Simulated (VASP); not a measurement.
# Al (P6/mmm) in VASP: notebook

Runs on Al. Level: PBE. Tasks: single point.

All numbers are computed with VASP 6.6.1; they aren't measurements. Logs are shortened: lines on timing, memory, paths and dates and some standing lists are left out, and cuts for length are marked.

## 1. The cell of the first run

It takes space group P6/mmm (No. 191, hexagonal). The conventional cell has a = 2.464 Å, b = 2.464 Å, c = 2.429 Å, α = 90.00°, β = 90.00°, γ = 120.00°. Al (site symmetry 6/mmm) has 8 Al at 2.43 to 2.46 Å within 3.2 Å.

## 2. Single point, PBE

INCAR reads:

```
SYSTEM = Al
ALGO = Normal
EDIFF = 1E-6
ENCUT = 520
GGA = PE
ISIF = 2
ISMEAR = -1
LASPH = .TRUE.
LCHARG = .TRUE.
LELF = .TRUE.
LREAL = .FALSE.
LVHAR = .TRUE.
LWAVE = .FALSE.
NBANDS = 8
NELM = 60
PREC = Accurate
SIGMA = 0.08
```

KPOINTS reads:

```
k-points
0
G
  16 16 15
  0 0 0
```

POSCAR reads:

```
Al
1.0
    2.4638592818      0.0000000000      0.0000000000
   -1.2319296409      2.1337647294      0.0000000000
    0.0000000000      0.0000000000      2.4285422460
Al
1
Direct
    0.0000000000      0.0000000000      0.0000000000
```

Potentials or basis: VASP PAW PBE potentials, release 64 (Al).

Run with:

```sh
$ cat potpaw_PBE.64/Al/POTCAR > POTCAR
$ mpirun -np 1 vasp_std > vasp.out
```

OUTCAR:

```text
SYSTEM = Al
   EDIFF = 1E-6
   ENCUT = 520
   GGA = PE
   ISIF = 2
   ISMEAR = -1
   LASPH = .TRUE.
   LREAL = .FALSE.
   NELM = 60
   PREC = Accurate

 ion  position               nearest neighbor table
   1  0.000  0.000  0.000-

  LATTYP: Found a hexagonal cell.
 ALAT       =     2.4638592818
 C/A-ratio  =     0.9856659688

  Lattice vectors:

 A1 = (   2.4638592818,   0.0000000000,   0.0000000000)
 A2 = (  -1.2319296409,   2.1337647294,   0.0000000000)
 A3 = (   0.0000000000,   0.0000000000,   2.4285422460)

Analysis of symmetry for initial positions (statically):
=====================================================================
 Subroutine PRICEL returns:
 Original cell was already a primitive cell.

 Routine SETGRP: Setting up the symmetry group for a
 hexagonal supercell.

 Subroutine GETGRP returns: Found 24 space group operations
 (whereof 24 operations were pure point group operations)
 out of a pool of 24 trial point group operations.

The static configuration has the point symmetry D_6h.

Analysis of symmetry for dynamics (positions and initial velocities):
=====================================================================
 Subroutine PRICEL returns:
 Original cell was already a primitive cell.

 Routine SETGRP: Setting up the symmetry group for a
 hexagonal supercell.

 Subroutine GETGRP returns: Found 24 space group operations
 (whereof 24 operations were pure point group operations)
 out of a pool of 24 trial point group operations.

The dynamic configuration has the point symmetry D_6h.

 Subroutine INISYM returns: Found 24 space group operations
 (whereof 24 operations are pure point group operations),
 and found     1 'primitive' translations

----------------------------------------------------------------------------------------

                                     Primitive cell

  volume of cell :      12.7676

  direct lattice vectors                    reciprocal lattice vectors
     2.463859282  0.000000000  0.000000000     0.405867335  0.234327615  0.000000000
    -1.231929641  2.133764729  0.000000000     0.000000000  0.468655230  0.000000000
     0.000000000  0.000000000  2.428542246     0.000000000  0.000000000  0.411769654

  length of vectors
[... 72 lines left out ...]
   ISTART =      0    job   : 0-new  1-cont  2-samecut
   ICHARG =      2    charge: 1-file 2-atom 10-const
   ISPIN  =      1    spin polarized calculation?
   LNONCOLLINEAR =      F non collinear calculations
   LSORBIT =      F    spin-orbit coupling
   LASPH  =      T    aspherical Exc in radial PAW
   ENCUT  =  520.0 eV  38.22 Ry    6.18 a.u.   4.58  4.58  4.52*2*pi/ulx,y,z
   NELM   =     60;   NELMIN=  2; NELMDL= -5     # of ELM steps
   EDIFF  = 0.1E-05   stopping-criterion for ELM
   LREAL  =      F    real-space projection
   EDIFFG = 0.1E-04   stopping-criterion for IOM
   NSW    =      0    number of steps for IOM
   IBRION =     -1    ionic relax: 0-MD 1-quasi-New 2-CG
   NFREE  =      0    steps in history (QN), initial steepest desc. (CG)
   ISIF   =      2    stress and relaxation
   ISYM   =      2    0-nonsym 1-usesym 2-fastsym
   POTIM  = 0.5000    time-step for ionic-motion
   TEBEG  =    0.0;   TEEND  =   0.0 temperature during run
   PSTRESS=    0.0 pullay stress
   NELECT =       3.0000    total number of electrons
   NUPDOWN=      -1.0000    fix difference up-down
   EMIN   =  10.00;   EMAX   =-10.00  energy-range for DOS
   EFERMI =   0.00;   METHOD = LEGACY
   ISMEAR =    -1;   SIGMA  =   0.08  broadening in eV -4-tet -1-fermi 0-gaus
   EFERMI_NEDOS =   21; number of points for ismear=-14 and -15
   IALGO  =     38    algorithm
   IMIX   =      4    mixing-type and parameters
     AMIX     =   0.40;   BMIX     =  1.00
     AMIX_MAG =   1.60;   BMIX_MAG =  1.00
  volume/ion in A,a.u.               =      12.77        86.16
  Fermi-wavevector in a.u.,A,eV,Ry     =   1.010212  1.909024 13.885132  1.020528
  Thomas-Fermi vector in A             =   2.143188
   LORBIT       =      0    0 simple, 1 ext, 2 COOP (PROOUT), +10 PAW based schemes
   GGA     = PE    functional components
   LHFCALC =     F    Hartree Fock is set to
   AEXX    =    0.0000 exact exchange contribution
   IVDW    =     0    specifies the selected vdW correction
   LEPSILON=     F    determine dielectric tensor
   LRPA    =     F    only Hartree local field effects (RPA)
 non-spin polarized calculation
  energy-cutoff  :      520.00
  volume of cell :       12.77
 maximum number of plane-waves:       357
   NGX =  9   NGY =  9   NGZ =  9

 number of electron       3.0000000 magnetization

 Free energy of the ion-electron system (eV)
  ---------------------------------------------------
  ext. energy  EPLUGINS =         0.00000000
  ---------------------------------------------------
  free energy    TOTEN  =        -2.78634934 eV

  energy without entropy =       -2.77827054  energy(sigma->0) =       -2.78230994

 E-fermi :  10.7034     XC(G=0): -11.1379

 val. band max:       10.6956748622   @ k =   0.3125   0.1250   0.1333
 cond. band min:      10.7082739467   @ k =   0.0625  -0.0000   0.2667
 fundamental gap:      0.0125990845
 Fermi energy:        10.7033575260

 k-point     1 :       0.0000    0.0000    0.0000
  band No.  band energies     occupation
      1      -2.0993      2.00000
      2      19.2265      0.00000
      3      21.6242      0.00000
      4      25.7943      0.00000
      5      25.7943      0.00000
      6      28.5641      0.00000
      7      28.5641      0.00000
      8      30.2819      0.00000
[... 243 lines left out ...]
 k-point    24 :       0.2500    0.1875    0.0000
  band No.  band energies     occupation
      1       2.4784      2.00000
      2      11.7578      0.00000
      3      13.9712      0.00000
      4      25.2293      0.00000
      5      25.6210      0.00000
      6      31.3158      0.00000
      7      33.5656      0.00000
      8      34.0855      0.00000

 [... further k-points ...]
[... 5 lines left out ...]
  --------------------------------------------------------------------------------------
  -------------------------------------------------------------------------------------
  Total        4.3676519      4.3676519      4.3871935      0.0000000     -0.0000000      0.0000000
  in kB      548.0882665    548.0882665    550.5405021      0.0000000     -0.0000000      0.0000000
  external PRESSURE =     548.9056784 kB  Pullay stress =       0.0000000 kB

 VOLUME and BASIS-vectors are now :
 -----------------------------------------------------------------------------
  energy-cutoff  :      520.00
  volume of cell :       12.77
      direct lattice vectors                 reciprocal lattice vectors
     2.463859282  0.000000000  0.000000000     0.405867335  0.234327615  0.000000000
    -1.231929641  2.133764729  0.000000000     0.000000000  0.468655230  0.000000000
     0.000000000  0.000000000  2.428542246     0.000000000  0.000000000  0.411769654

 POSITION                                       TOTAL-FORCE (eV/Angst)
 -----------------------------------------------------------------------------------
      0.00000      0.00000      0.00000         0.000000      0.000000      0.000000
 -----------------------------------------------------------------------------------
    total drift:                               -0.000000      0.000000      0.000000

  FREE ENERGIE OF THE ION-ELECTRON SYSTEM (eV)
  ---------------------------------------------------
  free  energy   TOTEN  =        -2.7863493424 eV

  energy  without entropy=       -2.7782705354  energy(sigma->0) =       -2.78230994
```

Wall time 11 s (1 thread of Intel Xeon Platinum 8559C (Emerald Rapids), shared host); peak memory 0.12 GiB.

What came out:

```yaml
Free_energy: -2.7863 eV
Pressure: 54.9 GPa
```

## 3. Single point, PBE

INCAR reads:

```
PREC     = Accurate       # precision mode
ENCUT    = 520            # plane-wave cutoff, eV
EDIFF    = 1E-7           # SCF threshold, eV
ISMEAR   = -1             # smearing method
SIGMA    = 0.08           # smearing width, eV
LREAL    = False          # projectors in reciprocal space
LASPH    = True           # aspherical terms in the spheres
NELM     = 100            # most SCF steps
ALGO     = Normal         # electronic algorithm
ISIF     = 2              # what is computed and relaxed
LWAVE    = False          # write WAVECAR
LCHARG   = False          # write CHGCAR
GGA      = PE             # functional
NBANDS   = 8              # bands
```

KPOINTS reads:

```
regular mesh
0
Gamma
  16 16 15
```

POSCAR is that of step 2.

Potentials or basis: VASP PAW PBE potentials, release 64 (Al).

Run with:

```sh
$ cat potpaw_PBE.64/Al/POTCAR > POTCAR
$ mpirun -np 1 vasp_std > vasp.out
```

Run time: 11 s. Hardware: 1 thread of Intel Xeon Platinum 8559C (Emerald Rapids), shared host; peak memory 0.12 GiB.

It converged, with:

```yaml
Free_energy: -2.7863 eV
Pressure: 54.9 GPa
```

Stress tensor (GPa, compression positive):
```
54.81  0.00  0.00
 0.00 54.81  0.00
 0.00  0.00 55.05
```

Levels at points of the mesh, in eV from the Fermi level:
| k point | band 1 | band 2 | band 3 | band 4 | band 5 | band 6 |
| --- | --- | --- | --- | --- | --- | --- |
| (0.00, 0.00, 0.00) | -12.80 | 8.52 | 10.92 | 15.09 | 15.09 | 17.86 |
| (0.50, 0.00, 0.00) | -5.46 | -4.42 | 8.76 | 10.08 | 16.27 | 18.62 |

## 4. Single point, PBE

This run uses another cell than the first one, of 14.65 Å³/atom, 1.147 times its volume.

INCAR reads:

```
PREC = Accurate
ENCUT = 520
EDIFF = 1E-7
ISMEAR = -1
SIGMA = 0.08
LREAL = F
LASPH = T
NELM = 60
ALGO = Normal
ISIF = 2
LWAVE = F
LCHARG = F
GGA = PE
NBANDS = 8
```

KPOINTS reads:

```
Automatic mesh
0
Gamma
  16 16 15
```

POSCAR reads:

```
Al
1.0
    2.5718437864      0.0000000000      0.0000000000
   -1.2859218932      2.2272820536      0.0000000000
    0.0000000000      0.0000000000      2.5566659140
Al
1
Direct
    0.0000000000      0.0000000000      0.0000000000
```

Potentials or basis: VASP PAW PBE potentials, release 64 (Al).

Run with:

```sh
$ cat potpaw_PBE.64/Al/POTCAR > POTCAR
$ mpirun -np 1 vasp_std > vasp.out
```

OUTCAR:

```text
PREC = Accurate
   ENCUT = 520
   EDIFF = 1E-7
   ISMEAR = -1
   LREAL = F
   LASPH = T
   NELM = 60
   ISIF = 2
   GGA = PE

 ion  position               nearest neighbor table
   1  0.000  0.000  0.000-

  LATTYP: Found a hexagonal cell.
 ALAT       =     2.5718437864
 C/A-ratio  =     0.9940984470

  Lattice vectors:

 A1 = (   2.5718437864,   0.0000000000,   0.0000000000)
 A2 = (  -1.2859218932,   2.2272820536,   0.0000000000)
 A3 = (   0.0000000000,   0.0000000000,   2.5566659140)

Analysis of symmetry for initial positions (statically):
=====================================================================
 Subroutine PRICEL returns:
 Original cell was already a primitive cell.

 Routine SETGRP: Setting up the symmetry group for a
 hexagonal supercell.

 Subroutine GETGRP returns: Found 24 space group operations
 (whereof 24 operations were pure point group operations)
 out of a pool of 24 trial point group operations.

The static configuration has the point symmetry D_6h.

Analysis of symmetry for dynamics (positions and initial velocities):
=====================================================================
 Subroutine PRICEL returns:
 Original cell was already a primitive cell.

 Routine SETGRP: Setting up the symmetry group for a
 hexagonal supercell.

 Subroutine GETGRP returns: Found 24 space group operations
 (whereof 24 operations were pure point group operations)
 out of a pool of 24 trial point group operations.

The dynamic configuration has the point symmetry D_6h.

 Subroutine INISYM returns: Found 24 space group operations
 (whereof 24 operations are pure point group operations),
 and found     1 'primitive' translations

----------------------------------------------------------------------------------------

                                     Primitive cell

[... 102 lines left out ...]
   EFERMI =   0.00;   METHOD = LEGACY
   ISMEAR =    -1;   SIGMA  =   0.08  broadening in eV -4-tet -1-fermi 0-gaus
   EFERMI_NEDOS =   21; number of points for ismear=-14 and -15
   IALGO  =     38    algorithm
   IMIX   =      4    mixing-type and parameters
     AMIX     =   0.40;   BMIX     =  1.00
     AMIX_MAG =   1.60;   BMIX_MAG =  1.00
  volume/ion in A,a.u.               =      14.65        98.83
  Fermi-wavevector in a.u.,A,eV,Ry     =   0.965052  1.823684 12.671447  0.931325
  Thomas-Fermi vector in A             =   2.094736
   LORBIT       =      0    0 simple, 1 ext, 2 COOP (PROOUT), +10 PAW based schemes
   GGA     = PE    functional components
   LHFCALC =     F    Hartree Fock is set to
   AEXX    =    0.0000 exact exchange contribution
   IVDW    =     0    specifies the selected vdW correction
   LEPSILON=     F    determine dielectric tensor
   LRPA    =     F    only Hartree local field effects (RPA)
 non-spin polarized calculation
  energy-cutoff  :      520.00
  volume of cell :       14.65
 maximum number of plane-waves:       405
 NGX is ok and might be reduce to    20

 number of electron       3.0000000 magnetization

 Free energy of the ion-electron system (eV)
  ---------------------------------------------------
  ext. energy  EPLUGINS =         0.00000000
  ---------------------------------------------------
  free energy    TOTEN  =        -3.25146380 eV

  energy without entropy =       -3.24281294  energy(sigma->0) =       -3.24713837

 E-fermi :   9.0399     XC(G=0): -10.6035

 val. band max:        9.0195082971   @ k =   0.3125   0.2500   0.2667
 cond. band min:       9.0671615127   @ k =   0.3750   0.1250   0.4667
 fundamental gap:      0.0476532156
 Fermi energy:         9.0399465212

 k-point     1 :       0.0000    0.0000    0.0000
  band No.  band energies     occupation
      1      -2.7357      2.00000
      2      17.1254      0.00000
      3      18.5875      0.00000
      4      23.3503      0.00000
      5      23.3503      0.00000
      6      25.0561      0.00000
      7      25.0561      0.00000
      8      27.5740      0.00000
[... 243 lines left out ...]
 k-point    24 :       0.2500    0.1875    0.0000
  band No.  band energies     occupation
      1       1.4900      2.00000
      2      10.1486      0.00000
      3      12.0032      0.00000
      4      22.0867      0.00000
      5      22.8656      0.00000
      6      27.9877      0.00000
      7      29.7299      0.00000
      8      30.5681      0.00000

 [... further k-points ...]
[... 5 lines left out ...]
  --------------------------------------------------------------------------------------
  -------------------------------------------------------------------------------------
  Total        2.4667137      2.4667137      2.4768189      0.0000000      0.0000000      0.0000000
  in kB      269.8581540    269.8581540    270.9636601      0.0000000      0.0000000      0.0000000
  external PRESSURE =     270.2266560 kB  Pullay stress =       0.0000000 kB

 VOLUME and BASIS-vectors are now :
 -----------------------------------------------------------------------------
  energy-cutoff  :      520.00
  volume of cell :       14.65
      direct lattice vectors                 reciprocal lattice vectors
     2.571843786  0.000000000  0.000000000     0.388826104  0.224488856  0.000000000
    -1.285921893  2.227282054  0.000000000     0.000000000  0.448977712  0.000000000
     0.000000000  0.000000000  2.556665914     0.000000000  0.000000000  0.391134405

 POSITION                                       TOTAL-FORCE (eV/Angst)
 -----------------------------------------------------------------------------------
      0.00000      0.00000      0.00000         0.000000      0.000000      0.000000
 -----------------------------------------------------------------------------------
    total drift:                                0.000000      0.000000      0.000000

  FREE ENERGIE OF THE ION-ELECTRON SYSTEM (eV)
  ---------------------------------------------------
  free  energy   TOTEN  =        -3.2514638000 eV

  energy  without entropy=       -3.2428129358  energy(sigma->0) =       -3.24713837
```

stdout:

```text
POSCAR found type information on POSCAR Al
 POSCAR found :  1 types and       1 ions
 scaLAPACK will be used
 LDA part: xc-table for (Slater+PW92), standard interpolation
 POSCAR, INCAR and KPOINTS ok, starting setup
 FFT: planning ... GRIDC
 FFT: planning ... GRID_SOFT
 FFT: planning ... GRID
 WAVECAR not read
 entering main loop
```

Run time: 11 s. Hardware: 1 thread of Intel Xeon Platinum 8559C (Emerald Rapids), shared host; peak memory 0.13 GiB.

What came out:

```
Free energy : -3.2515 eV
Pressure    : 27.0 GPa
```

Levels at points of the mesh, in eV from the Fermi level:
```
           k point  band 1  band 2  band 3  band 4  band 5
(0.00, 0.00, 0.00)  -11.78    8.09    9.55   14.31   14.31
(0.50, 0.00, 0.00)   -4.88   -4.18    8.40    9.15   15.08
```

(Part 1 of 2 ends here.)
